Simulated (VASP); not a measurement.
# Bi2Se3 in VASP: further runs

Bi2Se3 is run at these levels: LDA, RPBE, revPBE, PBEsol; tasks: single point.

All numbers are computed with VASP 6.6.1; they aren't measurements. Logs are shortened: lines on timing, memory, paths and dates and some standing lists are left out, and cuts for length are marked.

## 1. The cell of the first run

The structure is trigonal, space group R-3m (No. 166). Conventional cell: a = 4.143 Å, b = 4.143 Å, c = 28.636 Å, α = 90.00°, β = 90.00°, γ = 120.00°. Within 3.8 Å of Bi (site symmetry 3m) lie 6 Se at 2.85 to 3.07 Å. Se (site symmetry 3m) has 3 Bi at 2.85 Å and 3 Se at 3.52 Å within 3.8 Å. Within 4.3 Å of Se (site symmetry -3m) lie 6 Bi at 3.07 Å and 12 Se at 4.14 to 4.23 Å.

## 2. Single point, LDA

Input file INCAR:

```
SYSTEM = Bi2Se3
PREC     = Accurate       ! precision mode
ENCUT    = 520            ! plane-wave cutoff, eV
EDIFF    = 1E-6           ! SCF threshold, eV
ISMEAR   = -1             ! smearing method
SIGMA    = 0.02           ! smearing width, eV
LREAL    = .FALSE.        ! projectors in reciprocal space
LASPH    = .TRUE.         ! aspherical terms in the spheres
NELM     = 100            ! most SCF steps
ALGO     = Normal         ! electronic algorithm
ISIF     = 2              ! what is computed and relaxed
LWAVE    = .FALSE.        ! write WAVECAR
LCHARG   = .FALSE.        ! write CHGCAR
GGA      = CA             ! functional
NBANDS   = 32             ! bands
```

Input file KPOINTS:

```
regular mesh
0
G
  8 8 8
  0 0 0
```

Input file POSCAR:

```
Bi2Se3
1.0
    2.0715000000      1.1959810826      9.5453333333
   -2.0715000000      1.1959810826      9.5453333333
    0.0000000000     -2.3919621653      9.5453333333
Bi Se
2 3
Direct
    0.5992000000      0.5992000000      0.5992000000
    0.4008000000      0.4008000000      0.4008000000
    0.7883000000      0.7883000000      0.7883000000
    0.2117000000      0.2117000000      0.2117000000
    0.0000000000      0.0000000000      0.0000000000
```

Potentials or basis: VASP PAW LDA potentials, release 64 (Bi_d, Se).

The run is started by

```
$ cat potpaw_LDA.64/Bi_d/POTCAR potpaw_LDA.64/Se/POTCAR > POTCAR
$ mpirun -np 1 vasp_std > vasp.out
```

OUTCAR:

```text
SYSTEM = Bi2Se3
   PREC = Accurate
   ENCUT = 520
   EDIFF = 1E-6
   ISMEAR = -1
   LREAL = .FALSE.
   LASPH = .TRUE.
   NELM = 100
   ISIF = 2
   GGA = CA

 ion  position               nearest neighbor table
   1  0.599  0.599  0.599-   4 2.85   4 2.85   4 2.85   5 3.07   5 3.07   5 3.07
   2  0.401  0.401  0.401-   3 2.85   3 2.85   3 2.85   5 3.07   5 3.07   5 3.07
   3  0.788  0.788  0.788-   2 2.85   2 2.85   2 2.85
   4  0.212  0.212  0.212-   1 2.85   1 2.85   1 2.85
   5  0.000  0.000  0.000-   1 3.07   1 3.07   2 3.07   2 3.07   1 3.07   2 3.07

  LATTYP: Found a trigonal (rhomboedric) cell.
 ALAT       =     9.8404710987
 COS(alpha) =     0.9113725833

  Lattice vectors:

 A1 = (   2.0715000000,   1.1959810826,   9.5453333333)
 A2 = (  -2.0715000000,   1.1959810826,   9.5453333333)
 A3 = (   0.0000000000,  -2.3919621653,   9.5453333333)

Analysis of symmetry for initial positions (statically):
=====================================================================
 Subroutine PRICEL returns:
 Original cell was already a primitive cell.

 Routine SETGRP: Setting up the symmetry group for a
 trigonal (rhombohedral) supercell.

 Subroutine GETGRP returns: Found 12 space group operations
 (whereof 12 operations were pure point group operations)
 out of a pool of 12 trial point group operations.

The static configuration has the point symmetry D_3d.

Analysis of symmetry for dynamics (positions and initial velocities):
=====================================================================
 Subroutine PRICEL returns:
 Original cell was already a primitive cell.

 Routine SETGRP: Setting up the symmetry group for a
 trigonal (rhombohedral) supercell.

 Subroutine GETGRP returns: Found 12 space group operations
 (whereof 12 operations were pure point group operations)
 out of a pool of 12 trial point group operations.

The dynamic configuration has the point symmetry D_3d.

 Subroutine INISYM returns: Found 12 space group operations
 (whereof 12 operations are pure point group operations),
 and found     1 'primitive' translations

----------------------------------------------------------------------------------------

                                     Primitive cell

  volume of cell :     141.8899

  direct lattice vectors                    reciprocal lattice vectors
     2.071500000  1.195981083  9.545333333     0.241370987  0.139355604  0.034921078
    -2.071500000  1.195981083  9.545333333    -0.241370987  0.139355604  0.034921078
     0.000000000 -2.391962165  9.545333333     0.000000000 -0.278711209  0.034921078

  length of vectors
     9.840471099  9.840471099  9.840471099     0.280890405  0.280890405  0.280890405

  position of ions in fractional coordinates (direct lattice)
     0.599200000  0.599200000  0.599200000
     0.400800000  0.400800000  0.400800000
     0.788300000  0.788300000  0.788300000
     0.211700000  0.211700000  0.211700000
     0.000000000  0.000000000  0.000000000

  ion indices of the primitive-cell ions
   primitive index   ion index
                 1           1
                 2           2
                 3           3
                 4           4
                 5           5

----------------------------------------------------------------------------------------

 KPOINTS: regular mesh

Automatic generation of k-mesh.
 Grid dimensions read from file:
 generate k-points for:    8    8    8

 Generating k-lattice:

  Cartesian coordinates                     Fractional coordinates (reciprocal lattice)
     0.030171373  0.017419451  0.004365135     0.125000000 -0.000000000  0.000000000
    -0.030171373  0.017419451  0.004365135    -0.000000000  0.125000000  0.000000000
     0.000000000 -0.034838901  0.004365135     0.000000000  0.000000000  0.125000000

  Length of vectors
     0.035111301  0.035111301  0.035111301

  Shift w.r.t. Gamma in fractional coordinates (k-lattice)
     0.000000000  0.000000000  0.000000000

 Subroutine IBZKPT returns following result:
 ===========================================

[... 53 lines left out ...]
  band No.  band energies     occupation
      1     -18.2072      2.00000
      2     -18.2048      2.00000
      3     -18.2013      2.00000
      4     -18.1994      2.00000
      5     -18.1889      2.00000
      6     -18.1864      2.00000
[... 24 lines left out ...]
     31      10.2382      0.00000
     32      10.8195      0.00000

 k-point     3 :       0.2500    0.0000   -0.0000
  band No.  band energies     occupation
      1     -18.2144      2.00000
      2     -18.2108      2.00000
      3     -18.1947      2.00000
      4     -18.1927      2.00000
      5     -18.1895      2.00000
      6     -18.1852      2.00000
[... 24 lines left out ...]
     31       9.3576      0.00000
     32      10.9845      0.00000

 k-point     4 :       0.3750   -0.0000   -0.0000
  band No.  band energies     occupation
      1     -18.2224      2.00000
      2     -18.2175      2.00000
      3     -18.1933      2.00000
      4     -18.1925      2.00000
      5     -18.1888      2.00000
      6     -18.1887      2.00000
[... 24 lines left out ...]
     31       9.2632      0.00000
     32      11.0817      0.00000

 k-point     5 :       0.5000    0.0000   -0.0000
  band No.  band energies     occupation
      1     -18.2259      2.00000
      2     -18.2204      2.00000
      3     -18.1948      2.00000
      4     -18.1924      2.00000
      5     -18.1901      2.00000
      6     -18.1881      2.00000
[... 584 lines left out ...]
     31      10.0568      0.00000
     32      11.6107      0.00000

 k-point    22 :       0.1250    0.1250    0.1250
  band No.  band energies     occupation
      1     -18.2047      2.00000
      2     -18.2047      2.00000
      3     -18.2027      2.00000
      4     -18.2027      2.00000
      5     -18.1911      2.00000
      6     -18.1885      2.00000
[... 24 lines left out ...]
     31      10.6215      0.00000
     32      11.5143      0.00000

 k-point    23 :       0.2500    0.1250    0.1250
  band No.  band energies     occupation
      1     -18.2072      2.00000
      2     -18.2048      2.00000
      3     -18.2013      2.00000
      4     -18.1994      2.00000
      5     -18.1888      2.00000
      6     -18.1864      2.00000
[... 24 lines left out ...]
     31      10.1996      0.00000
     32      11.0093      0.00000

 k-point    24 :       0.3750    0.1250    0.1250
  band No.  band energies     occupation
      1     -18.2144      2.00000
      2     -18.2108      2.00000
      3     -18.1947      2.00000
      4     -18.1927      2.00000
      5     -18.1895      2.00000
      6     -18.1852      2.00000
[... 24 lines left out ...]
     31       9.4383      0.00000
     32      11.0623      0.00000

 [... further k-points ...]

------------------------ aborting loop because EDIFF is reached ----------------------------------------

  FORCE on cell =-STRESS in cart. coord.  units (eV):
  Direction    XX          YY          ZZ          XY          YZ          ZX
  --------------------------------------------------------------------------------------
  -------------------------------------------------------------------------------------
  Total       -1.4309484     -1.4309484     -1.5387359      0.0000000      0.0000000      0.0000000
  in kB      -16.1578271    -16.1578271    -17.3749307      0.0000000      0.0000000      0.0000000
  external PRESSURE =     -16.5635283 kB  Pullay stress =       0.0000000 kB

 VOLUME and BASIS-vectors are now :
 -----------------------------------------------------------------------------
  energy-cutoff  :      520.00
  volume of cell :      141.89
      direct lattice vectors                 reciprocal lattice vectors
     2.071500000  1.195981083  9.545333333     0.241370987  0.139355604  0.034921078
    -2.071500000  1.195981083  9.545333333    -0.241370987  0.139355604  0.034921078
     0.000000000 -2.391962165  9.545333333     0.000000000 -0.278711209  0.034921078

 POSITION                                       TOTAL-FORCE (eV/Angst)
 -----------------------------------------------------------------------------------
      0.00000     -0.00000     17.15869         0.000000     -0.000000      0.135622
      0.00000     -0.00000     11.47731         0.000000      0.000000     -0.135622
      0.00000     -0.00000     22.57376         0.000000     -0.000000      0.018973
      0.00000     -0.00000      6.06224         0.000000      0.000000     -0.018973
      0.00000      0.00000      0.00000         0.000000      0.000000     -0.000000
 -----------------------------------------------------------------------------------
    total drift:                                0.000000      0.000000     -0.000000

  FREE ENERGIE OF THE ION-ELECTRON SYSTEM (eV)
  ---------------------------------------------------
  free  energy   TOTEN  =       -23.3971365532 eV

  energy  without entropy=      -23.3970863778  energy(sigma->0) =      -23.39711147
```

It took 29 min on 1 thread of Intel Xeon 8259CL, shared host; peak memory 0.83 GiB.

What came out:

| Quantity | Value |
| --- | --- |
| Free energy | -23.3971 eV |
| Pressure | -1.7 GPa |
| Largest force | 0.136 eV/Å |
| Band gap on the k mesh | 0.09 eV |

Forces on the atoms (eV/Å):
```
Bi   0.000  0.000  0.136
Bi   0.000  0.000 -0.136
Se   0.000  0.000  0.019
Se   0.000  0.000 -0.019
Se   0.000  0.000  0.000
```

Stress tensor (GPa, compression positive):
```
-1.62  0.00  0.00
 0.00 -1.62  0.00
 0.00  0.00 -1.74
```

Caveat: spin-orbit coupling is left out, which moves the levels of the heavy elements. A k mesh can miss the band edges.

## 3. Single point, RPBE

This run uses another cell than the first one, of 37.20 Å³/atom.

Input file INCAR:

```
SYSTEM = Bi2Se3
PREC = Accurate
ENCUT = 520
EDIFF = 1E-6
ISMEAR = -1
SIGMA = 0.05
LREAL = .False.
LASPH = .True.
NELM = 100
ALGO = Normal
ISIF = 2
LWAVE = .False.
LCHARG = .False.
GGA = RP
NBANDS = 32
```

Input file KPOINTS:

```
Automatic mesh
0
Gamma
  8 8 8
  0 0 0
```

Input file POSCAR:

```
Bi2Se3
1.0
    2.1166268836      1.2220351010     11.9839112573
   -2.1166268836      1.2220351010     11.9839112573
    0.0000000000     -2.4440702020     11.9839112573
Bi Se
2 3
Direct
    0.6118666782      0.6118666782      0.6118666782
    0.3881333218      0.3881333218      0.3881333218
    0.7648346241      0.7648346241      0.7648346241
    0.2351653759      0.2351653759      0.2351653759
    0.0000000000      0.0000000000      0.0000000000
```

Potentials or basis: VASP PAW PBE potentials, release 64 (Bi_d, Se).

The run is started by

```
$ cat potpaw_PBE.64/Bi_d/POTCAR potpaw_PBE.64/Se/POTCAR > POTCAR
$ mpirun -np 1 vasp_std > vasp.out
```

It took 54 min on 1 thread of Intel Xeon Platinum 8488C (Sapphire Rapids), shared host; peak memory 1.6 GiB.

The run converged. Its results:

```yaml
Free_energy: -18.6751 eV
Pressure: 0.0 GPa
Largest_force: 0.008 eV/Å
Band_gap_on_the_k_mesh: 0.90 eV (least direct gap 1.18 eV)
```

Forces in eV/Å, atoms in the order of the input:
```
Bi   0.000  0.000  0.006
Bi   0.000  0.000 -0.006
Se   0.000  0.000  0.008
Se   0.000  0.000 -0.008
Se   0.000  0.000  0.000
```

Levels at points of the mesh, in eV from the valence-band top:
```csv
k point,band 20,band 21,band 22,band 23,band 24,band 25,band 26,band 27,band 28,band 29
"(0.00, 0.00, 0.00)",-1.00,-0.72,-0.56,-0.56,-0.28,0.90,2.17,2.17,2.61,3.09
"(0.50, 0.00, 0.00)",-1.97,-1.60,-0.85,-0.67,-0.47,1.72,2.87,3.07,3.53,4.32
"(0.50, 0.50, 0.00)",-1.97,-1.54,-0.82,-0.68,-0.53,1.78,2.89,2.93,3.51,4.29
"(0.50, 0.50, 0.50)",-1.00,-0.57,-0.57,-0.49,-0.49,0.93,2.17,2.17,2.60,3.09
```

Caveat: the PAW data sets were made with another functional, which shifts forces and pressure a little; spin-orbit coupling is left out, which moves the levels of the heavy elements. A k mesh can miss the band edges.

## 4. Single point, revPBE

This run uses another cell than the first one, of 37.69 Å³/atom.

Input file INCAR:

```
PREC = Accurate ; ENCUT = 520
EDIFF = 1E-6 ; ISMEAR = -1
SIGMA = 0.05 ; LREAL = False
LASPH = True ; NELM = 60
ALGO = Normal ; ISIF = 2
LWAVE = False ; LCHARG = False
GGA = RE ; NBANDS = 32
```

Input file KPOINTS:

```
regular mesh
0
Gamma
  8 8 8
```

Input file POSCAR:

```
Bi2Se3
1.0
    2.1105034306      1.2184997238     12.2124536457
   -2.1105034306      1.2184997238     12.2124536457
    0.0000000000     -2.4369994476     12.2124536457
Bi Se
2 3
Direct
    0.6130460094      0.6130460094      0.6130460094
    0.3869539906      0.3869539906      0.3869539906
    0.7628625606      0.7628625606      0.7628625606
    0.2371374394      0.2371374394      0.2371374394
    0.0000000000      0.0000000000      0.0000000000
```

The run is started by

```
$ cat potpaw_PBE.64/Bi_d/POTCAR potpaw_PBE.64/Se/POTCAR > POTCAR
$ mpirun -np 1 vasp_std > vasp.out
```

It took 60 min on 1 thread of Intel Xeon Platinum 8488C (Sapphire Rapids), shared host; peak memory 1.6 GiB.

Results (log left out):

| Item | Value |
| --- | --- |
| Free energy | -18.8415 eV |
| Pressure | 0.0 GPa |
| Largest force | 0.005 eV/Å |
| Band gap on the k mesh | 0.90 eV (least direct gap 1.20 eV) |

Forces in eV/Å, atoms in the order of the input:
```
Bi   0.000  0.000  0.005
Bi   0.000  0.000 -0.005
Se   0.000  0.000  0.005
Se   0.000  0.000 -0.005
Se   0.000  0.000  0.000
```

Levels at points of the mesh, in eV from the valence-band top:
```csv
k point,band 22,band 23,band 24,band 25,band 26,band 27
"(0.00, 0.00, 0.00)",-0.57,-0.57,-0.30,0.90,2.17,2.17
"(0.50, 0.00, 0.00)",-0.86,-0.68,-0.48,1.73,2.87,3.05
"(0.50, 0.50, 0.00)",-0.85,-0.69,-0.52,1.77,2.89,2.95
"(0.50, 0.50, 0.50)",-0.57,-0.52,-0.46,0.92,2.17,2.17
```

Caveat: the PAW data sets were made with another functional, which shifts forces and pressure a little; spin-orbit coupling is left out, which moves the levels of the heavy elements.

## 5. Single point, PBEsol (atoms moved at random)

Input file INCAR:

```
ALGO     = Normal         # electronic algorithm
EDIFF    = 1E-6           # SCF threshold, eV
ENCUT    = 520            # plane-wave cutoff, eV
GGA      = PS             # functional
ISIF     = 2              # what is computed and relaxed
ISMEAR   = -1             # smearing method
LASPH    = T              # aspherical terms in the spheres
LCHARG   = F              # write CHGCAR
LREAL    = F              # projectors in reciprocal space
LWAVE    = F              # write WAVECAR
NBANDS   = 32             # bands
NELM     = 80             # most SCF steps
PREC     = Accurate       # precision mode
SIGMA    = 0.05           # smearing width, eV
```

Input file KPOINTS:

```
k-points
0
Gamma
  8 8 8
```

Input file POSCAR:

```
Bi2Se3
1.0
    2.0715000000      1.1959810826      9.5453333333
   -2.0715000000      1.1959810826      9.5453333333
    0.0000000000     -2.3919621653      9.5453333333
Bi Se
2 3
Direct
    0.5979170000      0.5979800000      0.5990690000
    0.4022160000      0.3969570000      0.3997220000
    0.7983710000      0.7931970000      0.7765400000
    0.2144880000      0.2083340000      0.2133400000
   -0.0012930000      0.0046310000     -0.0010770000
```

The run is started by

```
$ cat potpaw_PBE.64/Bi_d/POTCAR potpaw_PBE.64/Se/POTCAR > POTCAR
$ mpirun -np 1 vasp_std > vasp.out
```

It took 2.2 h on 1 thread of Oxide Virtual Turin-like, shared host; peak memory 1.5 GiB.

The run converged. Its results:

- Free energy: -22.0283 eV
- Pressure: -0.4 GPa
- Largest force: 0.406 eV/Å
- Band gap on the k mesh: 0.27 eV

Forces on the atoms (eV/Å):
```
Bi   0.038 -0.029  0.403
Bi  -0.017  0.096  0.273
Se  -0.023 -0.152 -0.249
Se  -0.069  0.052 -0.247
Se   0.071  0.034 -0.180
```

Stress tensor (GPa, compression positive):
```
-0.20 -0.02  0.05
-0.02 -0.56 -0.40
 0.05 -0.40 -0.49
```

Levels at points of the mesh, in eV from the valence-band top:
```csv
k point,band 20,band 21,band 22,band 23,band 24,band 25,band 26,band 27,band 28,band 29
"(0.00, 0.00, 0.00)",-1.75,-1.66,-1.13,-1.07,0.00,0.27,1.36,1.44,2.14,2.71
"(0.50, 0.00, 0.00)",-2.98,-2.91,-2.11,-1.14,-0.50,0.81,1.92,2.98,3.17,4.00
"(0.00, 0.50, 0.00)",-2.98,-2.91,-2.10,-1.14,-0.50,0.82,1.91,2.97,3.21,4.03
"(0.00, 0.00, 0.50)",-2.96,-2.94,-2.18,-1.16,-0.48,0.82,1.93,2.92,3.12,4.03
"(0.50, 0.50, 0.00)",-2.52,-1.87,-1.79,-1.58,-0.97,1.25,1.92,2.61,3.00,3.53
"(0.50, 0.00, 0.50)",-2.48,-1.91,-1.84,-1.57,-0.94,1.38,1.96,2.59,2.99,3.53
"(0.00, 0.50, 0.50)",-2.49,-1.90,-1.83,-1.56,-0.94,1.36,1.95,2.62,2.99,3.52
"(0.50, 0.50, 0.50)",-1.53,-1.51,-1.28,-1.24,-0.43,0.68,1.67,1.76,2.06,2.37
```

Caveat: the cell differs from its parent crystal (atoms moved at random); the PAW data sets were made with another functional, which shifts forces and pressure a little; spin-orbit coupling is left out, which moves the levels of the heavy elements. A k mesh can miss the band edges.

## 6. Overview

```csv
level,potentials or basis,cell,smearing,gap on the mesh (eV),pressure (GPa),largest force (eV/Å)
LDA,"VASP PAW LDA potentials, release 64 (Bi_d, Se)","a = 9.840 Å, angles 24.3°, 5 atoms, atomic positions A",fermi-dirac 0.02 eV,0.09,-1.7,0.14
RPBE,"VASP PAW PBE potentials, release 64 (Bi_d, Se)","a = 12.231 Å, angles 19.9°, 5 atoms, atomic positions B",fermi-dirac 0.05 eV,0.90,0.0,0.01
revPBE,"VASP PAW PBE potentials, release 64 (Bi_d, Se)","a = 12.453 Å, angles 19.5°, 5 atoms, atomic positions C",fermi-dirac 0.05 eV,0.90,0.0,0.01
PBEsol,"VASP PAW PBE potentials, release 64 (Bi_d, Se)","a = 9.840 Å, angles 24.3°, 5 atoms, atomic positions D",fermi-dirac 0.05 eV,0.27,-0.4,0.41
```

Alike in all rows: task single point; no spin polarisation; k mesh 8 × 8 × 8; cutoff (eV) 520.

Caveats: spin-orbit coupling is left out, which moves the levels of the heavy elements; the PAW data sets were made with another functional, which shifts forces and pressure a little (at least some runs).

Absolute energies hang on the potentials; compare differences alone.
